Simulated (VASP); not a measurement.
Write the native input for VASP 6.6.1 that does the following.

```
Task                   : single point
Functional             : BLYP
Potentials or basis    : VASP PAW PBE potentials, release 64 (Bi_d)
Cutoff                 : 520 eV
k mesh                 : 8 × 8 × 8
Occupations            : fermi-dirac, width 0.1 eV
Spin                   : no spin polarisation
Dipole correction      : no
Further INCAR settings : ALGO = Normal; EDIFF = 1e-07; NBANDS = 22
```

The structure of Bi lies in POSCAR:

```
Bi
1.0
    0.0000000000      3.8179456062      3.8179456062
    3.8179456062      0.0000000000      3.8179456062
    3.8179456062      3.8179456062      0.0000000000
Bi
2
Direct
    0.1250000000      0.1250000000      0.1250000000
    0.8750000000      0.8750000000      0.8750000000
```

This cell differs from its parent crystal: volume scaled by 1.08.

These files were run (other wordings do the same):

INCAR

```
SYSTEM = Bi
AGGAC = 1.0
AGGAX = 1.0
ALDAC = 0.0
ALDAX = 1.0
ALGO = Normal
EDIFF = 1E-7
ENCUT = 520
GGA = B5
ISIF = 2
ISMEAR = -1
LASPH = .TRUE.
LCHARG = .TRUE.
LELF = .TRUE.
LREAL = .FALSE.
LVHAR = .TRUE.
LWAVE = .FALSE.
NBANDS = 22
NELM = 100
PREC = Accurate
SIGMA = 0.1
```

KPOINTS

```
k-points
0
G
  8 8 8
  0 0 0
```

Potentials or basis: VASP PAW PBE potentials, release 64 (Bi_d).

Launch:

```bash
$ cat potpaw_PBE.64/Bi_d/POTCAR > POTCAR
$ mpirun -np 1 vasp_std > vasp.out
```

It gave:

```json
{"Pressure": "-1.6 GPa", "Band gap on the k mesh": "zero (band 15 reaches 3.20 eV, above the bottom of band 16 at 2.54 eV)"}
```

Caveat: the PAW data sets were made with another functional, which shifts forces and pressure a little; spin-orbit coupling is left out, which moves the levels of the heavy elements.

Wall time 100 s on 1 thread of Intel(R) Xeon(R) Platinum 8488C (Sapphire Rapids) (shared host), peak memory 0.25 GiB.
